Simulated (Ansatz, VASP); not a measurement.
**WS2 in VASP and in Ansatz**

INCAR

```
SYSTEM = WS2
PREC     = Accurate       ! precision mode
ENCUT    = 520            ! plane-wave cutoff, eV
EDIFF    = 1E-6           ! SCF threshold, eV
ISMEAR   = 0              ! smearing method
SIGMA    = 0.1            ! smearing width, eV
LREAL    = .False.        ! projectors in reciprocal space
LASPH    = .True.         ! aspherical terms in the spheres
NELM     = 80             ! most SCF steps
ALGO     = Normal         ! electronic algorithm
ISIF     = 2              ! what is computed and relaxed
LWAVE    = .False.        ! write WAVECAR
LCHARG   = .False.        ! write CHGCAR
GGA      = PE             ! functional
NBANDS   = 35             ! bands
```

File KPOINTS:

```
regular mesh
0
Gamma
  6 6 2
  0 0 0
```

The input POSCAR:

```
WS2
1.0
    3.1842228900      0.0000000000      0.0000000000
   -1.5921114500      2.7576179200      0.0000000000
    0.0000000000      0.0000000000     12.9782823600
W S
2 4
Direct
    0.3333333300      0.6666666700      0.2500000000
    0.6666666700      0.3333333300      0.7500000000
    0.3333333300      0.6666666700      0.6298049400
    0.6666666700      0.3333333300      0.1298049400
    0.3333333300      0.6666666700      0.8701950600
    0.6666666700      0.3333333300      0.3701950600
```

Input for Ansatz:

```yaml
crystal:
  lattice:
    - [3.18422289, 0.0, 0.0]
    - [-1.59211145, 2.75761792, 0.0]
    - [0.0, 0.0, 12.97828236]
  atoms:
    - { symbol: W, position: [0.33333333, 0.66666667, 0.25] }
    - { symbol: W, position: [0.66666667, 0.33333333, 0.75] }
    - { symbol: S, position: [0.33333333, 0.66666667, 0.62980494] }
    - { symbol: S, position: [0.66666667, 0.33333333, 0.12980494] }
    - { symbol: S, position: [0.33333333, 0.66666667, 0.87019506] }
    - { symbol: S, position: [0.66666667, 0.33333333, 0.37019506] }
basis:
  ecutwfc: 420
kpoints:
  mp_grid: { grid: [6, 6, 2] }
hamiltonian:
  xc: pbe
scf:
  occupations: { method: gaussian, width: 0.1 }
output:
  forces: true
  stress: true
  eigenvalues: true
```

Alike in both runs: task single point; functional PBE; k mesh 6 × 6 × 2; occupations gaussian, width 0.1 eV; no spin polarisation.

|  | VASP | Ansatz |
| --- | --- | --- |
| version | VASP 6.6.1 | Ansatz 0.2.0 |
| potentials or method | VASP PAW PBE potentials, release 64 (W_sv, S), cutoff 520 eV | scalar-relativistic, plane waves, PAW |
| valence electrons in the cell | 52 | 52 |

```tsv
	VASP	Ansatz	Ansatz less VASP
gap on the k mesh at the Fermi level (eV)	1.24	1.23	-0.012
least direct gap on the mesh (eV)	1.74	1.74	-0.003
pressure (GPa)	1.7	1.8	+0.03
traceless stress, the component that is largest in VASP (GPa)	1.11	1.11	-0.003
rms of the force components (eV/Å)	0.099	0.098	-0.0010
```

Atom by atom the forces differ by 0.001 eV/Å (rms over components).

Spin-orbit coupling is off throughout.
